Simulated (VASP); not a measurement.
Input of a VASP 6.6.1 run:

File INCAR:

```
PREC = Accurate
ENCUT = 520
EDIFF = 1E-7
ISMEAR = 0
SIGMA = 0.15
LREAL = F
LASPH = T
NELM = 100
ALGO = Fast
ISIF = 2
LWAVE = F
LCHARG = F
GGA = PS
NBANDS = 22
```

Contents of KPOINTS:

```
Automatic mesh
0
Gamma
  12 12 4
```

The input POSCAR:

```
Bi
1.0
    4.4709152952      0.0000000000      0.0000000000
   -2.2354576476      3.8719262238      0.0000000000
    0.0000000000      0.0000000000     11.8290000000
Bi
2
Direct
    0.3333333333      0.6666666667      0.2500000000
    0.6666666667      0.3333333333      0.7500000000
```

Potentials or basis: VASP PAW PBE potentials, release 64 (Bi_d).

The run is started by

```console
$ cat potpaw_PBE.64/Bi_d/POTCAR > POTCAR
$ mpirun -np 1 vasp_std > vasp.out
```

(1) Estimate the pressure.

(2) Estimate the band gap on the k mesh.

## Answers

(1) -3.7 GPa.

(2) zero (bands 15 and 16 overlap by 2.33 eV).

Caveat: the cell differs from its parent crystal (strain -0.015 along x and y, +0.000 along z); the cell stands under tension; the PAW data sets were made with another functional, which shifts forces and pressure a little; spin-orbit coupling is left out, which moves the levels of the heavy elements.
